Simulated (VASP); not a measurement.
# Pt: relaxation of cell and atoms with PBEsol

Pt:

```
CELL_PARAMETERS angstrom
2.52460 0.00000 0.00000
0.00000 2.52460 0.00000
0.00000 0.00000 2.52460
ATOMIC_POSITIONS crystal
Pt 0.00000 0.00000 0.00000
```

```yaml
Program: VASP 6.6.1
Task: relaxation of cell and atoms
Functional: PBEsol
Potentials_or_basis: VASP PAW PBE potentials, release 64 (Pt)
Cutoff: 600 eV
k_mesh: 15 × 15 × 15
Occupations: fermi-dirac, width 0.1 eV
Spin: no spin polarisation
Target_pressure: 2.6 GPa
Dipole_correction: no
Further_INCAR_settings: ALGO = Normal; EDIFF = 1e-07; IBRION = 2; EDIFFG = -0.005; NSW = 60; ISIF = 3
```

- Relaxed volume: 17.10 Å³/atom
- Relaxed cell: a = 2.576 Å, b = 2.576 Å, c = 2.576 Å, α = 90.00°, β = 90.00°, γ = 90.00°
- Space group after relaxing (to 0.05 Å): Pm-3m (No. 221)
- Energy change on relaxing (the enthalpy is what falls): -65.4 meV/atom
- Ionic steps: 17
- Pressure after relaxing: 2.6 GPa
- Band gap on the k mesh: zero (band 5 reaches 10.95 eV, above the bottom of band 6 at 7.70 eV)

The path:
| step | energy change (eV) | largest force (eV/Å) | pressure (GPa) | volume (Å³) |
| --- | --- | --- | --- | --- |
| 1 | 0.0000 | 0.0000 | 19.16 | 16.09 |
| 2 | 0.1816 | 0.0000 | -22.43 | 20.28 |
| 3 | -0.0663 | 0.0000 | 1.60 | 17.18 |
| 4 | -0.0655 | 0.0000 | 2.49 | 17.11 |
| 5 | -0.0651 | 0.0000 | 2.78 | 17.09 |
| 6 | -0.0651 | 0.0000 | 2.78 | 17.09 |
| 7 | -0.0652 | 0.0000 | 2.75 | 17.09 |
| 8 | -0.0652 | 0.0000 | 2.75 | 17.09 |
| 9 | -0.0652 | 0.0000 | 2.75 | 17.09 |
| 10 | -0.0652 | 0.0000 | 2.75 | 17.09 |
| 11 | -0.0652 | 0.0000 | 2.75 | 17.09 |
| 12 | -0.0652 | 0.0000 | 2.75 | 17.09 |
| 13 | -0.0652 | 0.0000 | 2.75 | 17.09 |
| 14 | -0.0652 | 0.0000 | 2.73 | 17.09 |
| 15 | -0.0652 | 0.0000 | 2.71 | 17.09 |
| 16 | -0.0653 | 0.0000 | 2.66 | 17.10 |
| 17 | -0.0654 | 0.0000 | 2.56 | 17.10 |

Final structure:
```
CELL_PARAMETERS angstrom
2.57649 0.00000 0.00000
0.00000 2.57649 0.00000
0.00000 0.00000 2.57649
ATOMIC_POSITIONS crystal
Pt 0.00000 0.00000 0.00000
```

Levels at points of the mesh, in eV from the Fermi level:
| k point | band 2 | band 3 | band 4 | band 5 | band 6 | band 7 | band 8 | band 9 |
| --- | --- | --- | --- | --- | --- | --- | --- | --- |
| (0.00, 0.00, 0.00) | -6.09 | -6.09 | 0.37 | 0.37 | 0.37 | 15.45 | 15.45 | 15.45 |

It took 2.2 min on 1 thread of Intel Xeon 6975P-C (shared host), peak memory 0.15 GiB.

Caveat: the cell is relaxed towards a set pressure, so the enthalpy falls and the energy may rise; the PAW data sets were made with another functional, which shifts forces and pressure a little; spin-orbit coupling is left out, which moves the levels of the heavy elements.
